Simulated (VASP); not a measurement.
# Ge (P6_3/mmc) in VASP: notebook

Ge is run at these levels: r2SCAN; tasks: single point.

Everything below comes from runs of VASP 6.6.1. Logs are shortened: lines on timing, memory, paths and dates and some standing lists are left out, and cuts for length are marked.

## 1. The cell of the first run

The structure is hexagonal, space group P6_3/mmc (No. 194). The conventional cell has a = 3.998 Å, b = 3.998 Å, c = 6.599 Å, α = 90.00°, β = 90.00°, γ = 120.00°. Within 3.2 Å of Ge (site symmetry 3m) lie 4 Ge at 2.45 to 2.47 Å.

## 2. Single point, r2SCAN

POSCAR reads:

```
Ge
1.0
    3.9975860000      0.0000000000      0.0000000000
   -1.9987930000      3.4620110000      0.0000000000
    0.0000000000      0.0000000000      6.5993780000
Ge
4
Direct
    0.6666666667      0.3333333333      0.0629010000
    0.3333333333      0.6666666667      0.5629010000
    0.6666666667      0.3333333333      0.4370990000
    0.3333333333      0.6666666667      0.9370990000
```

INCAR.step1 reads:

```
PREC = Accurate
ENCUT = 520
ISMEAR = 1
SIGMA = 0.15
LREAL = False
LASPH = True
NELM = 60
NBANDS = 36
GGA = PE
ALGO = Normal
EDIFF = 1E-4
LWAVE = True
LCHARG = False
```

INCAR.step2 reads:

```
PREC = Accurate
ENCUT = 520
EDIFF = 1E-6
ISMEAR = 1
SIGMA = 0.15
LREAL = False
LASPH = True
NELM = 60
ALGO = Normal
ISIF = 2
LWAVE = False
LCHARG = True
METAGGA = R2SCAN
LMIXTAU = True
LELF = True
LVHAR = True
NBANDS = 36
ISTART = 1
```

KPOINTS reads:

```
regular mesh
0
Gamma
  7 7 4
```

Potentials or basis: VASP PAW PBE potentials, release 64 (Ge_d).

Launch:

```
> cat potpaw_PBE.64/Ge_d/POTCAR > POTCAR
> cp INCAR.step1 INCAR
> mpirun -np 1 vasp_std > vasp.out
> cp INCAR.step2 INCAR
> mpirun -np 1 vasp_std > vasp.out
```

OUTCAR:

```text
PREC = Accurate
   ENCUT = 520
   EDIFF = 1E-6
   ISMEAR = 1
   LREAL = False
   LASPH = True
   NELM = 60
   ISIF = 2
   METAGGA = R2SCAN
   ISTART = 1

 ion  position               nearest neighbor table
   1  0.667  0.333  0.063-   4 2.45   4 2.45   4 2.45   3 2.47
   2  0.333  0.667  0.563-   3 2.45   3 2.45   3 2.45   4 2.47
   3  0.667  0.333  0.437-   2 2.45   2 2.45   2 2.45   1 2.47
   4  0.333  0.667  0.937-   1 2.45   1 2.45   1 2.45   2 2.47

  LATTYP: Found a hexagonal cell.
 ALAT       =     3.9975860000
 C/A-ratio  =     1.6508407824

  Lattice vectors:

 A1 = (   3.9975860000,   0.0000000000,   0.0000000000)
 A2 = (  -1.9987930000,   3.4620110000,   0.0000000000)
 A3 = (   0.0000000000,   0.0000000000,   6.5993780000)

Analysis of symmetry for initial positions (statically):
=====================================================================
 Subroutine PRICEL returns:
 Original cell was already a primitive cell.

 Routine SETGRP: Setting up the symmetry group for a
 hexagonal supercell.

 Subroutine GETGRP returns: Found 24 space group operations
 (whereof 12 operations were pure point group operations)
 out of a pool of 24 trial point group operations.

The static configuration has the point symmetry D_3d.
 The point group associated with its full space group is D_6h.

Analysis of symmetry for dynamics (positions and initial velocities):
=====================================================================
 Subroutine PRICEL returns:
 Original cell was already a primitive cell.

 Routine SETGRP: Setting up the symmetry group for a
 hexagonal supercell.

 Subroutine GETGRP returns: Found 24 space group operations
 (whereof 12 operations were pure point group operations)
 out of a pool of 24 trial point group operations.

The dynamic configuration has the point symmetry D_3d.
 The point group associated with its full space group is D_6h.

 Subroutine INISYM returns: Found 24 space group operations
 (whereof 12 operations are pure point group operations),
 and found     1 'primitive' translations

----------------------------------------------------------------------------------------

                                     Primitive cell

  volume of cell :      91.3333

  direct lattice vectors                    reciprocal lattice vectors
[... 89 lines left out ...]
   NELM   =     60;   NELMIN=  2; NELMDL=  0     # of ELM steps
   EDIFF  = 0.1E-05   stopping-criterion for ELM
   LREAL  =      F    real-space projection
   EDIFFG = 0.1E-04   stopping-criterion for IOM
   NSW    =      0    number of steps for IOM
   IBRION =     -1    ionic relax: 0-MD 1-quasi-New 2-CG
   NFREE  =      0    steps in history (QN), initial steepest desc. (CG)
   ISIF   =      2    stress and relaxation
   ISYM   =      2    0-nonsym 1-usesym 2-fastsym
   POTIM  = 0.5000    time-step for ionic-motion
   TEBEG  =    0.0;   TEEND  =   0.0 temperature during run
   PSTRESS=    0.0 pullay stress
   NELECT =      56.0000    total number of electrons
   NUPDOWN=      -1.0000    fix difference up-down
   EMIN   =  10.00;   EMAX   =-10.00  energy-range for DOS
   EFERMI =   0.00;   METHOD = LEGACY
   ISMEAR =     1;   SIGMA  =   0.15  broadening in eV -4-tet -1-fermi 0-gaus
   EFERMI_NEDOS =   21; number of points for ismear=-14 and -15
   IALGO  =     38    algorithm
   IMIX   =      4    mixing-type and parameters
     AMIX     =   0.40;   BMIX     =  1.00
     AMIX_MAG =   1.60;   BMIX_MAG =  1.00
  volume/ion in A,a.u.               =      22.83       154.09
  Fermi-wavevector in a.u.,A,eV,Ry     =   1.390788  2.628209 26.317649  1.934293
  Thomas-Fermi vector in A             =   2.514690
   LORBIT       =      0    0 simple, 1 ext, 2 COOP (PROOUT), +10 PAW based schemes
   METAGGA = R2SCAN    functional components
   LHFCALC =     F    Hartree Fock is set to
   AEXX    =    0.0000 exact exchange contribution
   IVDW    =     0    specifies the selected vdW correction
   LEPSILON=     F    determine dielectric tensor
   LRPA    =     F    only Hartree local field effects (RPA)
 non-spin polarized calculation
 Methfessel and Paxton  Order N= 1 SIGMA  =   0.15
  energy-cutoff  :      520.00
  volume of cell :       91.33
 maximum number of plane-waves:      2491
 NGX is ok and might be reduce to    30
   NGX = 15   NGY = 15   NGZ = 25

 number of electron      56.0000054 magnetization

 Free energy of the ion-electron system (eV)
  ---------------------------------------------------
  ext. energy  EPLUGINS =         0.00000000
  ---------------------------------------------------
  free energy    TOTEN  =       -55.40234938 eV

  energy without entropy =      -55.40217436  energy(sigma->0) =      -55.40229104

 E-fermi :   4.9561     XC(G=0): -10.7689

 val. band max:        4.8957906791   @ k =   0.0000   0.0000   0.0000
 cond. band min:       4.9607938482   @ k =   0.0000   0.0000   0.0000
 fundamental gap:      0.0650031691
 Fermi energy:         4.9560713100

 k-point     1 :       0.0000    0.0000    0.0000
  band No.  band energies     occupation
      1     -20.8016      2.00000
      2     -20.8016      2.00000
      3     -20.7627      2.00000
      4     -20.7613      2.00000
      5     -20.7613      2.00000
      6     -20.7495      2.00000
[... 925 lines left out ...]
     35      11.2717      0.00000
     36      11.2717      0.00000

------------------------ aborting loop because EDIFF is reached ----------------------------------------

  FORCE on cell =-STRESS in cart. coord.  units (eV):
  Direction    XX          YY          ZZ          XY          YZ          ZX
  --------------------------------------------------------------------------------------
  -------------------------------------------------------------------------------------
  Total        0.0115131      0.0115131     -0.0525791      0.0000000      0.0000000      0.0000000
  in kB        0.2019634      0.2019634     -0.9223472      0.0000000      0.0000000      0.0000000
  external PRESSURE =      -0.1728068 kB  Pullay stress =       0.0000000 kB

 VOLUME and BASIS-vectors are now :
 -----------------------------------------------------------------------------
  energy-cutoff  :      520.00
  volume of cell :       91.33
      direct lattice vectors                 reciprocal lattice vectors
     3.997586000  0.000000000  0.000000000     0.250150966  0.144424729  0.000000000
    -1.998793000  3.462011000  0.000000000     0.000000000  0.288849458  0.000000000
     0.000000000  0.000000000  6.599378000     0.000000000  0.000000000  0.151529432

 POSITION                                       TOTAL-FORCE (eV/Angst)
 -----------------------------------------------------------------------------------
      1.99879      1.15400      0.41511        -0.000000     -0.000000      0.008791
     -0.00000      2.30801      3.71480         0.000000      0.000000      0.008791
      1.99879      1.15400      2.88458         0.000000     -0.000000     -0.008791
     -0.00000      2.30801      6.18427        -0.000000     -0.000000     -0.008791
 -----------------------------------------------------------------------------------
    total drift:                                0.000000     -0.000000      0.000000

  FREE ENERGIE OF THE ION-ELECTRON SYSTEM (eV)
  ---------------------------------------------------
  free  energy   TOTEN  =       -55.4023493835 eV

  energy  without entropy=      -55.4021743603  energy(sigma->0) =      -55.40229104
```

Run time: 2.1 min. Hardware: 1 thread of Intel Xeon 6975P-C (Granite Rapids), shared host; peak memory 0.23 GiB.

Results:

| Quantity | Value |
| --- | --- |
| Free energy | -55.4023 eV |
| Pressure | 0.0 GPa |
| Largest force | 0.009 eV/Å |
| Band gap on the k mesh | 0.07 eV, direct |

Forces on the atoms (eV/Å):
```
Ge   0.000  0.000  0.009
Ge   0.000  0.000  0.009
Ge   0.000  0.000 -0.009
Ge   0.000  0.000 -0.009
```

Levels at points of the mesh, in eV from the valence-band top:
| k point | band 26 | band 27 | band 28 | band 29 | band 30 | band 31 |
| --- | --- | --- | --- | --- | --- | --- |
| (0.00, 0.00, 0.00) | -0.29 | 0.00 | 0.00 | 0.06 | 0.24 | 2.30 |
| (0.00, 0.00, 0.50) | -1.03 | -1.03 | -1.03 | 0.85 | 0.85 | 3.46 |

Caveat: the PAW data sets were made with another functional, which shifts forces and pressure a little. A k mesh can miss the band edges.

## 3. Single point, r2SCAN

This run uses another cell than the first one, of 23.40 Å³/atom, 1.025 times its volume.

POSCAR reads:

```
Ge
1.0
    4.0306253991      0.0000000000      0.0000000000
   -2.0153126996      3.4906239587      0.0000000000
    0.0000000000      0.0000000000      6.6539207875
Ge
4
Direct
    0.6666666667      0.3333333333      0.0629010000
    0.3333333333      0.6666666667      0.5629010000
    0.6666666667      0.3333333333      0.4370990000
    0.3333333333      0.6666666667      0.9370990000
```

Changes to INCAR.step1 since step 2:

```diff
@@ -6,3 +6,3 @@
 LASPH = True
-NELM = 60
+NELM = 80
 NBANDS = 36
```

INCAR.step2 reads:

```
PREC = Accurate
ENCUT = 520
EDIFF = 1E-7
ISMEAR = 1
SIGMA = 0.15
LREAL = False
LASPH = True
NELM = 80
ALGO = Normal
ISIF = 2
LWAVE = False
LCHARG = False
METAGGA = R2SCAN
LMIXTAU = True
NBANDS = 36
ISTART = 1
```

KPOINTS is that of step 2.

Potentials or basis: VASP PAW PBE potentials, release 64 (Ge_d).

Launch:

```
> cat potpaw_PBE.64/Ge_d/POTCAR > POTCAR
> cp INCAR.step1 INCAR
> mpirun -np 1 vasp_std > vasp.out
> cp INCAR.step2 INCAR
> mpirun -np 1 vasp_std > vasp.out
```

OUTCAR:

```text
PREC = Accurate
   ENCUT = 520
   EDIFF = 1E-7
   ISMEAR = 1
   LREAL = False
   LASPH = True
   NELM = 80
   ISIF = 2
   METAGGA = R2SCAN
   ISTART = 1

 ion  position               nearest neighbor table
   1  0.667  0.333  0.063-   4 2.47   4 2.47   4 2.47   3 2.49
   2  0.333  0.667  0.563-   3 2.47   3 2.47   3 2.47   4 2.49
   3  0.667  0.333  0.437-   2 2.47   2 2.47   2 2.47   1 2.49
   4  0.333  0.667  0.937-   1 2.47   1 2.47   1 2.47   2 2.49

  LATTYP: Found a hexagonal cell.
 ALAT       =     4.0306253991
 C/A-ratio  =     1.6508407824

  Lattice vectors:

 A1 = (   4.0306253991,   0.0000000000,   0.0000000000)
 A2 = (  -2.0153126996,   3.4906239587,   0.0000000000)
 A3 = (   0.0000000000,   0.0000000000,   6.6539207875)

Analysis of symmetry for initial positions (statically):
=====================================================================
 Subroutine PRICEL returns:
 Original cell was already a primitive cell.

 Routine SETGRP: Setting up the symmetry group for a
 hexagonal supercell.

 Subroutine GETGRP returns: Found 24 space group operations
 (whereof 12 operations were pure point group operations)
 out of a pool of 24 trial point group operations.

The static configuration has the point symmetry D_3d.
 The point group associated with its full space group is D_6h.

Analysis of symmetry for dynamics (positions and initial velocities):
=====================================================================
 Subroutine PRICEL returns:
 Original cell was already a primitive cell.

 Routine SETGRP: Setting up the symmetry group for a
 hexagonal supercell.

 Subroutine GETGRP returns: Found 24 space group operations
 (whereof 12 operations were pure point group operations)
 out of a pool of 24 trial point group operations.

The dynamic configuration has the point symmetry D_3d.
 The point group associated with its full space group is D_6h.
[... 118 lines left out ...]
   EFERMI_NEDOS =   21; number of points for ismear=-14 and -15
   IALGO  =     38    algorithm
   IMIX   =      4    mixing-type and parameters
     AMIX     =   0.40;   BMIX     =  1.00
     AMIX_MAG =   1.60;   BMIX_MAG =  1.00
  volume/ion in A,a.u.               =      23.40       157.94
  Fermi-wavevector in a.u.,A,eV,Ry     =   1.379388  2.606665 25.887961  1.902711
  Thomas-Fermi vector in A             =   2.504362
   LORBIT       =      0    0 simple, 1 ext, 2 COOP (PROOUT), +10 PAW based schemes
   METAGGA = R2SCAN    functional components
   LHFCALC =     F    Hartree Fock is set to
   AEXX    =    0.0000 exact exchange contribution
   IVDW    =     0    specifies the selected vdW correction
   LEPSILON=     F    determine dielectric tensor
   LRPA    =     F    only Hartree local field effects (RPA)
 non-spin polarized calculation
 Methfessel and Paxton  Order N= 1 SIGMA  =   0.15
  energy-cutoff  :      520.00
  volume of cell :       93.62
 maximum number of plane-waves:      2545
 NGX is ok and might be reduce to    30
   NGX = 15   NGY = 15   NGZ = 25

 number of electron      56.0000021 magnetization

 Free energy of the ion-electron system (eV)
  ---------------------------------------------------
  ext. energy  EPLUGINS =         0.00000000
  ---------------------------------------------------
  free energy    TOTEN  =       -55.39143778 eV

  energy without entropy =      -55.39083205  energy(sigma->0) =      -55.39123587

 E-fermi :   4.6558     XC(G=0): -10.6406

 val. band max:        4.6519426603   @ k =   0.0000   0.0000   0.0000
 cond. band min:       4.6613453798   @ k =   0.0000   0.0000   0.0000
 fundamental gap:      0.0094027195
 Fermi energy:         4.6558044246

 k-point     1 :       0.0000    0.0000    0.0000
  band No.  band energies     occupation
      1     -21.0025      2.00000
      2     -21.0025      2.00000
      3     -20.9659      2.00000
      4     -20.9649      2.00000
      5     -20.9648      2.00000
      6     -20.9532      2.00000
[... 925 lines left out ...]
     35      10.9437      0.00000
     36      10.9437      0.00000

------------------------ aborting loop because EDIFF is reached ----------------------------------------

  FORCE on cell =-STRESS in cart. coord.  units (eV):
  Direction    XX          YY          ZZ          XY          YZ          ZX
  --------------------------------------------------------------------------------------
  -------------------------------------------------------------------------------------
  Total       -0.9158128     -0.9158128     -0.9793910      0.0000000     -0.0000000      0.0000000
  in kB      -15.6734338    -15.6734335    -16.7615270      0.0000000     -0.0000000      0.0000000
  external PRESSURE =     -16.0361314 kB  Pullay stress =       0.0000000 kB

 VOLUME and BASIS-vectors are now :
 -----------------------------------------------------------------------------
  energy-cutoff  :      520.00
  volume of cell :       93.62
      direct lattice vectors                 reciprocal lattice vectors
     4.030625399  0.000000000  0.000000000     0.248100456  0.143240866  0.000000000
    -2.015312700  3.490623959  0.000000000     0.000000000  0.286481733  0.000000000
     0.000000000  0.000000000  6.653920787     0.000000000  0.000000000  0.150287332

 POSITION                                       TOTAL-FORCE (eV/Angst)
 -----------------------------------------------------------------------------------
      2.01531      1.16354      0.41854         0.000000     -0.000000      0.007564
     -0.00000      2.32708      3.74550        -0.000000      0.000000      0.007564
      2.01531      1.16354      2.90842         0.000000      0.000000     -0.007564
     -0.00000      2.32708      6.23538         0.000000     -0.000000     -0.007564
 -----------------------------------------------------------------------------------
    total drift:                                0.000000     -0.000000      0.000000

  FREE ENERGIE OF THE ION-ELECTRON SYSTEM (eV)
  ---------------------------------------------------
  free  energy   TOTEN  =       -55.3914377810 eV

  energy  without entropy=      -55.3908320468  energy(sigma->0) =      -55.39123587
```

Wall time 2.6 min (1 thread of Intel Xeon 6975P-C (Granite Rapids), shared host); peak memory 0.23 GiB.

Results:

```
Free energy            : -55.3914 eV
Pressure               : -1.6 GPa
Largest force          : 0.008 eV/Å
Band gap on the k mesh : zero (filled and empty bands touch)
```

Forces in eV/Å, atoms in the order of the input:
```
Ge   0.000  0.000  0.008
Ge   0.000  0.000  0.008
Ge   0.000  0.000 -0.008
Ge   0.000  0.000 -0.008
```

Stress tensor (GPa, compression positive):
```
-1.57  0.00  0.00
 0.00 -1.57  0.00
 0.00  0.00 -1.68
```

Levels at points of the mesh, in eV from the Fermi level:
| k point | band 25 | band 26 | band 27 | band 28 | band 29 | band 30 | band 31 | band 32 |
| --- | --- | --- | --- | --- | --- | --- | --- | --- |
| (0.00, 0.00, 0.00) | -1.64 | -0.28 | -0.01 | -0.01 | 0.00 | 0.01 | 2.30 | 2.30 |
| (0.00, 0.00, 0.50) | -1.00 | -1.00 | -1.00 | -1.00 | 0.76 | 0.76 | 3.44 | 3.44 |

Caveat: the PAW data sets were made with another functional, which shifts forces and pressure a little.

[end of part 1 of 2]
